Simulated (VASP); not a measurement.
SiC, 14 atoms in the cell. It takes space group R3m (No. 160, trigonal). The conventional cell has a = 3.115 Å, b = 3.115 Å, c = 53.504 Å, α = 90.00°, β = 90.00°, γ = 120.00°. Within 2.5 Å of Si (site symmetry 3m) lie 4 C at 1.92 to 1.93 Å. Within 2.5 Å of Si (site symmetry 3m) lie 4 C at 1.87 to 1.92 Å. Si (site symmetry 3m) has 4 C at 1.87 to 1.92 Å within 2.5 Å. Within 2.5 Å of Si (site symmetry 3m) lie 4 C at 1.87 to 1.92 Å. Si (site symmetry 3m) has 4 C at 1.90 to 1.93 Å within 2.5 Å. Si (site symmetry 3m) has 4 C at 1.90 to 1.93 Å within 2.5 Å. Si (site symmetry 3m) has 4 C at 1.87 to 1.92 Å within 2.5 Å. C (site symmetry 3m) has 4 Si at 1.90 to 1.93 Å within 2.5 Å. 

```yaml
Program: VASP 6.6.1
Task: single point
Functional: PBE
Potentials_or_basis: VASP PAW PBE potentials, release 64 (Si, C)
Cutoff: 520 eV
k_mesh: 7 × 7 × 7
Occupations: fermi-dirac, width 0.1 eV
Spin: no spin polarisation
Dipole_correction: no
Further_INCAR_settings: ALGO = Normal; EDIFF = 1e-06; NBANDS = 41
```

Potentials or basis: VASP PAW PBE potentials, release 64 (Si, C).

Launch:

```sh
$ cat potpaw_PBE.64/Si/POTCAR potpaw_PBE.64/C/POTCAR > POTCAR
$ mpirun -np 1 vasp_std > vasp.out
```

Hardware: 1 thread of Intel Xeon 8259CL, on a shared host.

Task: Estimate the wall time of this run.

Result: Wall time 7.9 min on 1 thread of Intel Xeon 8259CL, on a shared host, peak memory 0.37 GiB. Counts: scf iterations 15, k points 44.
